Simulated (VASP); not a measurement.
Br: single point with PBE+D3(BJ)

Crystal: Br.

```
Br
1.0
     3.44006   -2.10106    0.00000
     3.44006    2.10106    0.00000
     0.00000    0.00000    8.47655
Br
4
Direct
  0.15387 0.84613 0.11913
  0.65387 0.34613 0.38087
  0.84613 0.15387 0.88087
  0.34613 0.65387 0.61913
```

* Program: VASP 6.6.1
* Task: single point
* Functional: PBE
* Dispersion: D3(BJ)
* Potentials or basis: VASP PAW PBE potentials, release 64 (Br)
* Cutoff: 520 eV
* k mesh: 6 × 6 × 4
* Occupations: gaussian, width 0.1 eV
* Spin: no spin polarisation
* Dipole correction: no
* Further INCAR settings: ALGO = Normal; EDIFF = 1e-06; NBANDS = 22

```
Pressure                   : 0.1 GPa
Largest force              : 0.016 eV/Å
Band gap on the k mesh     : 1.37 eV, indirect (least direct gap 1.49 eV)
Dispersion energy per atom : -0.236 eV
```

Forces on the atoms (eV/Å):
```
Br   0.000  0.015 -0.005
Br   0.000  0.015  0.005
Br   0.000 -0.015  0.005
Br   0.000 -0.015 -0.005
```

Stress tensor (GPa, compression positive):
```
 0.21  0.00  0.00
 0.00 -0.05  0.00
 0.00  0.00  0.15
```

Levels at points of the mesh, in eV from the valence-band top:
```csv
k point,band 10,band 11,band 12,band 13,band 14,band 15,band 16,band 17,band 18,band 19
"(0.00, 0.00, 0.00)",-1.46,-1.37,-0.63,-0.39,-0.04,1.45,2.23,6.04,6.77,6.87
"(0.50, 0.00, 0.00)",-1.97,-1.46,-1.46,-0.66,-0.66,2.45,2.45,6.87,6.87,9.13
"(0.50, 0.50, 0.00)",-2.07,-2.02,-1.60,-0.74,-0.20,1.39,2.00,6.71,7.83,8.19
"(0.00, 0.00, 0.50)",-1.58,-1.15,-1.15,-0.19,-0.19,1.60,1.60,6.70,6.70,7.84
"(0.50, 0.00, 0.50)",-2.08,-0.84,-0.84,0.00,0.00,1.80,1.80,7.31,7.31,8.25
"(0.50, 0.50, 0.50)",-2.01,-1.33,-1.33,-0.95,-0.95,1.49,1.49,7.91,7.91,8.99
```

Run time: 59 s on 1 thread of AMD EPYC 7R13 Processor (Zen 3) (shared host), peak memory 0.23 GiB.

A k mesh can miss the band edges. PBE gaps usually lie below the measured ones, often by a third to a half.
